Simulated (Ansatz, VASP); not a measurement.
## NaF in VASP and in Ansatz

```xyz
2
Lattice="0.0000 2.3136 2.3136 2.3136 0.0000 2.3136 2.3136 2.3136 0.0000" Properties=species:S:1:pos:R:3 pbc="T T T"
Na    0.0000    0.0000    0.0000
F     2.3136    2.3136    2.3136
```

Alike in both runs: task single point; functional PBE; k mesh 7 × 7 × 7; no spin polarisation.

```csv
,VASP,Ansatz
version,VASP 6.6.1,Ansatz 0.2.0
potentials or method,"VASP PAW PBE potentials, release 64 (Na_pv, F), cutoff 600 eV",PAW plane waves
occupations,"methfessel-paxton of order 1, width 0.05 eV","cold, width 0.05 eV"
valence electrons in the cell,14,16
```

Ansatz gave:

```
gap on the k mesh at the Fermi level (eV) : 6.34
pressure (GPa)                            : 2.4
```

What did VASP give for the same quantities?

gap on the k mesh at the Fermi level (eV): 6.33; pressure (GPa): 2.1.

VASP's potentials hold 14 valence electrons a cell and Ansatz's 16, so a difference there can come from the potentials and not from the codes.
